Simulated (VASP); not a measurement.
# F (Fm-3m) in VASP: density of states with PBE

Aim: the density of states of F with PBE.

Everything below comes from runs of VASP 6.6.1. Logs are shortened: lines on timing, memory, paths and dates and some standing lists are left out, and cuts for length are marked.

## 1. The cell of the first run

The structure is cubic, space group Fm-3m (No. 225). The conventional cell has a = 2.606 Å, b = 2.606 Å, c = 2.606 Å, α = 90.00°, β = 90.00°, γ = 90.00°. F (site symmetry m-3m) has 12 F at 1.84 Å within 2.4 Å.

## 2. Density of states, PBE (volume scaled by 0.43)

POSCAR

```
F
1.0
    0.0000000000      1.3027928543      1.3027928543
    1.3027928543      0.0000000000      1.3027928543
    1.3027928543      1.3027928543      0.0000000000
F
1
Direct
    0.0000000000      0.0000000000      0.0000000000
```

INCAR.step1

```
  ALGO = Normal
  EDIFF = 1E-6
  ENCUT = 520
  GGA = PE
  ISIF = 2
  ISMEAR = -1
  LASPH = True
  LCHARG = True
  LREAL = False
  LWAVE = False
  NBANDS = 10
  NELM = 60
  PREC = Accurate
  SIGMA = 0.1
```

KPOINTS.step1

```
k-points
0
Gamma
  17 17 17
```

INCAR.step2

```
  ALGO = Normal
  EDIFF = 1E-6
  ENCUT = 520
  GGA = PE
  ICHARG = 11
  ISIF = 2
  ISMEAR = -5
  LASPH = True
  LCHARG = False
  LORBIT = 10
  LREAL = False
  LWAVE = False
  NBANDS = 10
  NEDOS = 2001
  NELM = 60
  PREC = Accurate
  SIGMA = 0.1
```

KPOINTS.step2

```
k-points
0
Gamma
  26 26 26
```

Potentials or basis: VASP PAW PBE potentials, release 64 (F).

The run is started by

```console
cat potpaw_PBE.64/F/POTCAR > POTCAR
cp INCAR.step1 INCAR
cp KPOINTS.step1 KPOINTS
mpirun -np 1 vasp_std > vasp.out
cp INCAR.step2 INCAR
cp KPOINTS.step2 KPOINTS
mpirun -np 1 vasp_std > vasp.out
```

OUTCAR:

```text
EDIFF = 1E-6
   ENCUT = 520
   GGA = PE
   ICHARG = 11
   ISIF = 2
   ISMEAR = -5
   LASPH = True
   LORBIT = 10
   LREAL = False
   NELM = 60
   PREC = Accurate

 ion  position               nearest neighbor table
   1  0.000  0.000  0.000-

  LATTYP: Found a face centered cubic cell.
 ALAT       =     2.6055857086

  Lattice vectors:

 A1 = (   0.0000000000,   1.3027928543,   1.3027928543)
 A2 = (   1.3027928543,   0.0000000000,   1.3027928543)
 A3 = (   1.3027928543,   1.3027928543,   0.0000000000)

Analysis of symmetry for initial positions (statically):
=====================================================================
 Subroutine PRICEL returns:
 Original cell was already a primitive cell.

 Routine SETGRP: Setting up the symmetry group for a
 face centered cubic supercell.

 Subroutine GETGRP returns: Found 48 space group operations
 (whereof 48 operations were pure point group operations)
 out of a pool of 48 trial point group operations.

The static configuration has the point symmetry O_h .

Analysis of symmetry for dynamics (positions and initial velocities):
=====================================================================
 Subroutine PRICEL returns:
 Original cell was already a primitive cell.

 Routine SETGRP: Setting up the symmetry group for a
 face centered cubic supercell.

 Subroutine GETGRP returns: Found 48 space group operations
 (whereof 48 operations were pure point group operations)
 out of a pool of 48 trial point group operations.

The dynamic configuration has the point symmetry O_h .

 Subroutine INISYM returns: Found 48 space group operations
 (whereof 48 operations are pure point group operations),
 and found     1 'primitive' translations

----------------------------------------------------------------------------------------

                                     Primitive cell

  volume of cell :       4.4224

  direct lattice vectors                    reciprocal lattice vectors
     0.000000000  1.302792854  1.302792854    -0.383790868  0.383790868  0.383790868
     1.302792854  0.000000000  1.302792854     0.383790868 -0.383790868  0.383790868
     1.302792854  1.302792854  0.000000000     0.383790868  0.383790868 -0.383790868

  length of vectors
     1.842427324  1.842427324  1.842427324     0.664745282  0.664745282  0.664745282

  position of ions in fractional coordinates (direct lattice)
     0.000000000  0.000000000  0.000000000

  ion indices of the primitive-cell ions
   primitive index   ion index
                 1           1

----------------------------------------------------------------------------------------

[... 84 lines left out ...]
   EMIN   =  10.00;   EMAX   =-10.00  energy-range for DOS
   EFERMI =   0.00;   METHOD = LEGACY
   ISMEAR =    -5;   SIGMA  =   0.10  broadening in eV -4-tet -1-fermi 0-gaus
   EFERMI_NEDOS =   21; number of points for ismear=-14 and -15
   IALGO  =     38    algorithm
   IMIX   =      4    mixing-type and parameters
     AMIX     =   0.40;   BMIX     =  1.00
     AMIX_MAG =   1.60;   BMIX_MAG =  1.00
  volume/ion in A,a.u.               =       4.42        29.84
  Fermi-wavevector in a.u.,A,eV,Ry     =   1.907899  3.605407 49.526298  3.640080
  Thomas-Fermi vector in A             =   2.945314
   LORBIT       =     10    0 simple, 1 ext, 2 COOP (PROOUT), +10 PAW based schemes
   GGA     = PE    functional components
   LHFCALC =     F    Hartree Fock is set to
   AEXX    =    0.0000 exact exchange contribution
   IVDW    =     0    specifies the selected vdW correction
   LEPSILON=     F    determine dielectric tensor
   LRPA    =     F    only Hartree local field effects (RPA)
 non-spin polarized calculation
 Fermi weights with tetrahedron method with Bloechl corrections
  energy-cutoff  :      520.00
  volume of cell :        4.42
 maximum number of plane-waves:       129
 NGX is ok and might be reduce to    14

 number of electron       7.0000008 magnetization

 Free energy of the ion-electron system (eV)
  ---------------------------------------------------
  ext. energy  EPLUGINS =         0.00000000
  ---------------------------------------------------
  free energy    TOTEN  =         2.07779892 eV

  energy without entropy =        2.07779892  energy(sigma->0) =        2.07779892

 E-fermi :   8.3677     XC(G=0): -15.5389

 val. band max:        8.3988450100   @ k =  -0.4615   0.0769   0.0385
 cond. band min:       8.3681215749   @ k =   0.3077   0.1538   0.0000
 fundamental gap:     -0.0307234351
 Fermi energy:         8.3676966051

 k-point     1 :       0.0000    0.0000    0.0000
  band No.  band energies     occupation
      1     -23.1706      2.00000
      2      10.2397      0.00000
      3      10.2397      0.00000
      4      10.2397      0.00000
      5      35.9183      0.00000
      6      55.0741      0.00000
      7      55.0741      0.00000
      8      55.0741      0.00000
      9      61.6319      0.00000
     10      73.0991      0.00000
[... 287 lines left out ...]
 k-point    24 :       0.3846    0.0385    0.0000
  band No.  band energies     occupation
      1     -17.2737      2.00000
      2      -1.3411      2.00000
      3       8.9096      0.00000
      4       9.0476      0.00000
      5      38.5309      0.00000
      6      43.0651      0.00000
      7      51.7327      0.00000
      8      52.7240      0.00000
      9      61.7047      0.00000
     10      71.3888      0.00000

 [... further k-points ...]

------------------------ aborting loop because EDIFF is reached ----------------------------------------

  FORCE on cell =-STRESS in cart. coord.  units (eV):
  Direction    XX          YY          ZZ          XY          YZ          ZX
  --------------------------------------------------------------------------------------
  -------------------------------------------------------------------------------------
  Total        9.8503779      9.8503779      9.8503779     -0.0000000      0.0000000      0.0000000
  in kB     3568.6781075   3568.6781075   3568.6781075     -0.0000000      0.0000000      0.0000000
  external PRESSURE =    3568.6781075 kB  Pullay stress =       0.0000000 kB

 VOLUME and BASIS-vectors are now :
 -----------------------------------------------------------------------------
  energy-cutoff  :      520.00
  volume of cell :        4.42
      direct lattice vectors                 reciprocal lattice vectors
     0.000000000  1.302792854  1.302792854    -0.383790868  0.383790868  0.383790868
     1.302792854  0.000000000  1.302792854     0.383790868 -0.383790868  0.383790868
     1.302792854  1.302792854  0.000000000     0.383790868  0.383790868 -0.383790868

 POSITION                                       TOTAL-FORCE (eV/Angst)
 -----------------------------------------------------------------------------------
      0.00000      0.00000      0.00000        -0.000000     -0.000000     -0.000000
 -----------------------------------------------------------------------------------
    total drift:                               -0.000000     -0.000000     -0.000000

  FREE ENERGIE OF THE ION-ELECTRON SYSTEM (eV)
  ---------------------------------------------------
  free  energy   TOTEN  =         2.0777989163 eV

  energy  without entropy=        2.0777989163  energy(sigma->0) =        2.07779892

 total charge

# of ion       s       p       d       tot
------------------------------------------
    1        1.825   4.188   0.000   6.014
```

OUTCAR.step1:

```text
EDIFF = 1E-6
   ENCUT = 520
   GGA = PE
   ISIF = 2
   ISMEAR = -1
   LASPH = True
[... 527 lines left out ...]

 POSITION                                       TOTAL-FORCE (eV/Angst)
 -----------------------------------------------------------------------------------
      0.00000      0.00000      0.00000         0.000000      0.000000      0.000000
 -----------------------------------------------------------------------------------
    total drift:                               -0.000000     -0.000000     -0.000000

  FREE ENERGIE OF THE ION-ELECTRON SYSTEM (eV)
  ---------------------------------------------------
  free  energy   TOTEN  =         2.0637803654 eV

  energy  without entropy=        2.0888214711  energy(sigma->0) =        2.07630092
```

Run time: 11 s. Hardware: 1 thread of Intel Xeon 6975P-C, shared host; peak memory 0.12 GiB.

What came out:

* Valence electrons inside the program's atomic spheres: F 6.01

Levels at points of the mesh, in eV from the Fermi level:
```tsv
k point	band 2	band 3	band 4	band 5	band 6	band 7
(0.00, 0.00, 0.00)	1.87	1.87	1.87	27.55	46.71	46.71
(0.50, 0.00, 0.00)	-12.71	0.52	0.52	29.68	34.84	43.05
(0.50, 0.50, 0.00)	-10.90	-2.61	-2.61	21.23	27.71	42.05
```

Caveat: an odd number of electrons without spin polarisation forces a metal; a magnetic or distorted state may lie lower; tetrahedron occupations give inexact forces and stress in metals.
